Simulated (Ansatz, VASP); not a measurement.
**Two plane-wave programs on CdF2**

```
Cd F
1.0
     0.00000    2.54920    2.76206
     2.54920    0.00000    2.76206
     2.54920    2.54920    0.00000
Cd F
1 2
Direct
  0.00000 0.00000 0.00000
  0.25000 0.25000 0.25000
  0.75000 0.75000 0.75000
```

Alike in both runs: task single point; functional PBEsol; k mesh 8 × 8 × 8; occupations gaussian, width 0.05 eV; no spin polarisation.

```csv
,VASP,Ansatz
version,VASP 6.6.1,Ansatz 0.2.0
potentials or method,"VASP PAW PBE potentials, release 64 (Cd_sv_GW, F), cutoff 700 eV","scalar-relativistic, plane waves, PAW"
valence electrons in the cell,34,34
```

```tsv
	VASP	Ansatz	Ansatz less VASP
gap on the k mesh at the Fermi level (eV)	3.07	3.09	+0.014
least direct gap on the mesh (eV)	3.38	3.39	+0.011
pressure (GPa)	10.5	10.9	+0.36
traceless stress, the component that is largest in VASP (GPa)	-6.17	-6.18	-0.006
```

VASP's potentials were made for PBE, not for PBEsol. With one functional, cell and mesh, what is left measures potentials, basis and numerics.
